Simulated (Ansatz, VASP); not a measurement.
# Two plane-wave programs on RbCl

```
CELL_PARAMETERS angstrom
0.00000 3.31460 3.31460
3.31460 0.00000 3.31460
3.31460 3.31460 0.00000
ATOMIC_POSITIONS crystal
Rb 0.50000 0.50000 0.50000
Cl 0.00000 0.00000 0.00000
```

Alike in both runs: task single point; functional PBEsol; k mesh 8 × 8 × 8; occupations gaussian, width 0.05 eV; no spin polarisation.

|  | VASP | Ansatz |
| --- | --- | --- |
| version | VASP 6.6.1 | Ansatz 0.2.0 |
| potentials or method | VASP PAW PBE potentials, release 64 (Rb_sv, Cl), cutoff 500 eV | scalar-relativistic, plane waves, PAW |
| valence electrons in the cell | 16 | 16 |

```tsv
	VASP	Ansatz	Ansatz less VASP
gap on the k mesh at the Fermi level (eV)	4.78	4.78	+0.003
least direct gap on the mesh (eV)	4.78	4.78	+0.003
pressure (GPa)	-0.6	-0.6	-0.01
```

VASP's potentials were made for PBE, not for PBEsol.
